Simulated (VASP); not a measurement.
Here is a VASP 6.6.1 calculation.

The input INCAR:

```
ALGO     = Normal         # electronic algorithm
EDIFF    = 1E-7           # SCF threshold, eV
ENCUT    = 520            # plane-wave cutoff, eV
ISIF     = 2              # what is computed and relaxed
ISMEAR   = 0              # smearing method
ISPIN    = 2              # spin polarisation
LASPH    = True           # aspherical terms in the spheres
LCHARG   = False          # write CHGCAR
LDAU     = True           # DFT+U
LDAUJ    = 0 0          
LDAUL    = 2 -1           # shell
LDAUPRINT= 1            
LDAUTYPE = 2            
LDAUU    = 4 0            # U, eV
LMAXMIX  = 4              # l up to which the mixer works
LORBIT   = 11             # projections on sites
LREAL    = False          # projectors in reciprocal space
LWAVE    = False          # write WAVECAR
MAGMOM   = 2.63 2.63 -0.03 -0.03 -0.03 -0.03 # initial moments
NBANDS   = 38             # bands
NELM     = 150            # most SCF steps
PREC     = Accurate       # precision mode
SIGMA    = 0.05           # smearing width, eV
```

KPOINTS

```
k-points
0
Gamma
  4 4 7
```

The input POSCAR:

```
MnO2
1.0
    4.3959987700      0.0000000000      0.0000000000
    0.0000000000      4.3959987700      0.0000000000
    0.0000000000      0.0000000000      2.8709991900
Mn O
2 4
Direct
    0.0000000000      0.0000000000      0.0000000000
    0.5000000000      0.5000000000      0.5000000000
    0.3020000000      0.3020000000      0.0000000000
    0.1980000000      0.8020000000      0.5000000000
    0.6980000000      0.6980000000      0.0000000000
    0.8020000000      0.1980000000      0.5000000000
```

Potentials or basis: VASP PAW LDA potentials, release 64 (Mn_pv, O).

Launch:

```console
$ cat potpaw_LDA.64/Mn_pv/POTCAR potpaw_LDA.64/O/POTCAR > POTCAR
$ mpirun -np 1 vasp_std > vasp.out
```

Predict the site moments.

Mn +2.96; O -0.01 μB.

Estimate the net moment.

6.02 μB per cell.

Forces on the atoms (eV/Å):
```
Mn   0.000  0.000  0.000
Mn   0.000  0.000  0.000
O    0.371  0.371  0.000
O   -0.371  0.371  0.000
O   -0.371 -0.371  0.000
O    0.371 -0.371  0.000
```

The state reached can hang on the start; a lower one may exist.
